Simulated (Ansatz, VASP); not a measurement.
## One calculation of TiC, two programs

```
Ti C
1.0
     0.00000    2.14671    2.14671
     2.14671    0.00000    2.14671
     2.14671    2.14671    0.00000
Ti C
1 1
Direct
  0.00000 0.00000 0.00000
  0.50000 0.50000 0.50000
```

Alike in both runs: functional PBEsol; k mesh 18 × 18 × 18; occupations fermi-dirac, width 0.05 eV; no spin polarisation.

Ansatz relaxed the structure, and its values are those at the end. VASP's run is a single point on that final structure, the one shown.

|  | VASP | Ansatz |
| --- | --- | --- |
| version | VASP 6.6.1 | Ansatz 0.2.0 |
| potentials or method | VASP PAW PBE potentials, release 64 (Ti_sv, C) | PAW with Ansatz's default frozen-core files, scalar-relativistic |
| plane-wave cutoff (eV) | 600 | 420 |
| valence electrons in the cell | 16 | 16 |

Ansatz gave:

* pressure (GPa): 0.0

Problem. Which values does VASP return?

Solution. Pressure (GPa): 0.2.

VASP's potentials were made for PBE, not for PBEsol. With one functional, cell and mesh, what is left measures potentials, basis and numerics.
